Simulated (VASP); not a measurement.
Wanted: the native input for a VASP 6.6.1 run.

| Item | Value |
| --- | --- |
| Task | single point |
| Functional | PBE |
| Potentials or basis | VASP PAW PBE potentials, release 64 (C, O) |
| Cutoff | 520 eV |
| k mesh | 6 × 6 × 6 |
| Occupations | gaussian, width 0.05 eV |
| Spin | no spin polarisation |
| Dipole correction | no |
| Further INCAR settings | ALGO = Normal; EDIFF = 1e-06; NBANDS = 25 |

The structure of CO2 lies in POSCAR:

```
CO2
1.0
    3.5353358103      0.0000000000      0.0000000000
    0.0000000000      3.5353358103      0.0000000000
    0.0000000000      0.0000000000      4.0597589232
C O
2 4
Direct
    0.0000000000      0.0000000000      0.0000000000
    0.5000000000      0.5000000000      0.5000000000
    0.2316650310      0.2316650310      0.0000000000
    0.2683349690      0.7316650310      0.5000000000
    0.7683349690      0.7683349690      0.0000000000
    0.7316650310      0.2683349690      0.5000000000
```

These files were run (other wordings do the same):

INCAR

```
  ALGO = Normal
  EDIFF = 1E-6
  ENCUT = 520
  GGA = PE
  ISIF = 2
  ISMEAR = 0
  LASPH = T
  LCHARG = F
  LREAL = F
  LWAVE = F
  NBANDS = 25
  NELM = 100
  PREC = Accurate
  SIGMA = 0.05
```

KPOINTS

```
k-points
0
Gamma
  6 6 6
```

Potentials or basis: VASP PAW PBE potentials, release 64 (C, O).

The run is started by

```sh
$ cat potpaw_PBE.64/C/POTCAR potpaw_PBE.64/O/POTCAR > POTCAR
$ mpirun -np 1 vasp_std > vasp.out
```

It gave:

| Property | Result |
| --- | --- |
| Pressure | 31.6 GPa |
| Largest force | 0.686 eV/Å |
| Band gap on the k mesh | 5.57 eV (least direct gap 6.35 eV) |

Caveat: the cell stands under pressure; this functional lacks dispersion, which holds the molecules together, so the pressure and a relaxed volume are unreliable.

Wall time 75 s on 1 thread of Intel Xeon 8259CL, on a shared host, peak memory 0.17 GiB.
